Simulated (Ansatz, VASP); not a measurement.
# Two plane-wave programs on MgO2

INCAR

```
  PREC = Accurate
  ENCUT = 520
  EDIFF = 1E-6
  ISMEAR = 0
  SIGMA = 0.05
  LREAL = False
  LASPH = True
  NELM = 100
  ALGO = Normal
  ISIF = 2
  LWAVE = False
  LCHARG = False
  GGA = PS
  NBANDS = 14
```

File KPOINTS:

```
regular mesh
0
Gamma
  12 12 12
```

The input POSCAR:

```
MgO2
1.0
    1.6047610160      0.9265092046      3.4939788749
   -1.6047610160      0.9265092046      3.4939788749
    0.0000000000     -1.8530184092      3.4939788749
Mg O
1 2
Direct
    0.0000000000      0.0000000000      0.0000000000
    0.4430963327      0.4430963327      0.4430963327
    0.5569036673      0.5569036673      0.5569036673
```

Input for Ansatz:

```yaml
crystal:
  lattice:
    - [1.604761016, 0.9265092046, 3.4939788749]
    - [-1.604761016, 0.9265092046, 3.4939788749]
    - [0.0, -1.8530184092, 3.4939788749]
  atoms:
    - { symbol: Mg, position: [0.0, 0.0, 0.0] }
    - { symbol: O, position: [0.4430963327, 0.4430963327, 0.4430963327] }
    - { symbol: O, position: [0.5569036673, 0.5569036673, 0.5569036673] }
basis:
  ecutwfc: 420
kpoints:
  mp_grid: { grid: [12, 12, 12] }
hamiltonian:
  xc: pbesol
scf:
  occupations: { method: gaussian, width: 0.05 }
output:
  forces: true
  stress: true
  eigenvalues: true
```

Change from the starting cell: mode 9 (885.4 1/cm) frozen in, largest displacement +0.150 Å.

Alike in both runs: task single point; functional PBEsol; k mesh 12 × 12 × 12; occupations gaussian, width 0.05 eV; no spin polarisation.

|  | VASP | Ansatz |
| --- | --- | --- |
| version | VASP 6.6.1 | Ansatz 0.2.0 |
| potentials or method | VASP PAW PBE potentials, release 64 (Mg, O), cutoff 520 eV | scalar-relativistic, plane waves, PAW |
| valence electrons in the cell | 14 | 22 |

VASP gave:

```
gap on the k mesh at the Fermi level (eV)                     : 2.46
least direct gap on the mesh (eV)                             : 2.61
pressure (GPa)                                                : 24.2
traceless stress, the component that is largest in VASP (GPa) : 72.29
rms of the force components (eV/Å)                            : 8.455
```

Question: Estimate Ansatz's values.

Answer: gap on the k mesh at the Fermi level (eV): 2.45; least direct gap on the mesh (eV): 2.60; pressure (GPa): 21.9; traceless stress, the component that is largest in VASP (GPa): 65.78; rms of the force components (eV/Å): 7.725.

VASP's potentials were made for PBE, not for PBEsol. Atom by atom the forces differ by 0.729 eV/Å (rms over components). VASP's potentials hold 14 valence electrons a cell and Ansatz's 22, so a difference there can come from the potentials and not from the codes.

Noted on VASP's run: the standard files for N, O and F lose accuracy on very short bonds.
